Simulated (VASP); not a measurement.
Here is a VASP 6.6.1 calculation.

The input INCAR:

```
ALGO = Normal
EDIFF = 1E-6
ENCUT = 520
GGA = PE
ISIF = 2
ISMEAR = -1
LASPH = T
LCHARG = T
LELF = T
LREAL = F
LVHAR = T
LWAVE = F
NBANDS = 12
NELM = 80
PREC = Accurate
SIGMA = 0.1
```

Contents of KPOINTS:

```
k-points
0
Gamma
  7 7 7
```

File POSCAR:

```
In
1.0
   -1.8697510000      1.8571300000      1.9138710000
    1.8335350000     -1.9128010000      1.9333270000
    1.8585180000      1.9015680000     -1.9695420000
In
1
Direct
   -0.0001030000     -0.0021710000      0.0014700000
```

Potentials or basis: VASP PAW PBE potentials, release 64 (In_d).

Command:

```bash
$ cat potpaw_PBE.64/In_d/POTCAR > POTCAR
$ mpirun -np 1 vasp_std > vasp.out
```

Task: What does it give for the pressure?

Result: 1.5 GPa.

Task: Predict the band gap on the k mesh.

Result: Zero (an odd number of electrons rules out a gap without spin polarisation).

Stress tensor (GPa, compression positive):
```
-0.13  0.20  0.53
 0.20  1.91  0.47
 0.53  0.47  2.69
```

Caveat: spin-orbit coupling is left out, which moves the levels of the heavy elements.
